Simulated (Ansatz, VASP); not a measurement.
## Ir: VASP beside Ansatz

```
Ir
1.0
    -0.15720    1.90541    1.90541
     1.74821    0.00000    1.74821
     1.90541    1.90541   -0.15720
Ir
1
Direct
  0.00000 0.00000 0.00000
```

Change from the starting cell: engineering shear strain xz -0.1650, engineering shear strain yz +0.0000.

Alike in both runs: task single point; functional LDA; k mesh 20 × 20 × 20; occupations gaussian, width 0.15 eV; no spin polarisation.

|  | VASP | Ansatz |
| --- | --- | --- |
| version | VASP 6.6.1 | Ansatz 0.2.0 |
| potentials or method | VASP PAW LDA potentials, release 64 (Ir_sv_GW), cutoff 560 eV | scalar-relativistic, plane waves, PAW |
| valence electrons in the cell | 17 | 17 |

```tsv
	VASP	Ansatz	Ansatz less VASP
gap on the k mesh at the Fermi level (eV)	none	none	-
pressure (GPa)	14.7	15.0	+0.32
traceless stress, the component that is largest in VASP (GPa)	48.02	47.81	-0.203
```

Ansatz warns that its potentials were made for another functional, while VASP's fit it. LDA's correlation is that of Perdew and Zunger in VASP and of Perdew and Wang (1992) in Ansatz. A gap of «none» marks a metal or a gap that the smearing closes.

Neither program's run includes spin-orbit coupling.
